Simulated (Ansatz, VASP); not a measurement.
## Two plane-wave programs on NaCl

```
CELL_PARAMETERS angstrom
0.00000 2.78497 2.78497
2.78497 0.00000 2.78497
2.78497 2.78497 0.00000
ATOMIC_POSITIONS crystal
Na 0.00000 0.00000 0.00000
Cl 0.50000 0.50000 0.50000
```

Alike in both runs: functional r2SCAN; k mesh 10 × 10 × 10; occupations fermi-dirac, width 0.02 eV; no spin polarisation.

Ansatz relaxed the structure, and its values are those at the end. VASP's run is a single point on that final structure, the one shown.

|  | VASP | Ansatz |
| --- | --- | --- |
| version | VASP 6.6.1 | Ansatz 0.2.0 |
| potentials or method | VASP PAW PBE potentials, release 64 (Na_pv, Cl), cutoff 520 eV | PAW plane waves |
| valence electrons in the cell | 14 | 16 |

```tsv
	VASP	Ansatz	Ansatz less VASP
gap on the k mesh at the Fermi level (eV)	6.08	6.06	-0.023
pressure (GPa)	0.4	0.6	+0.15
```

VASP's potentials were made for PBE, not for r2SCAN. VASP's potentials hold 14 valence electrons a cell and Ansatz's 16, so a difference there can come from the potentials and not from the codes. Ansatz's warnings: stress scf threshold loose.
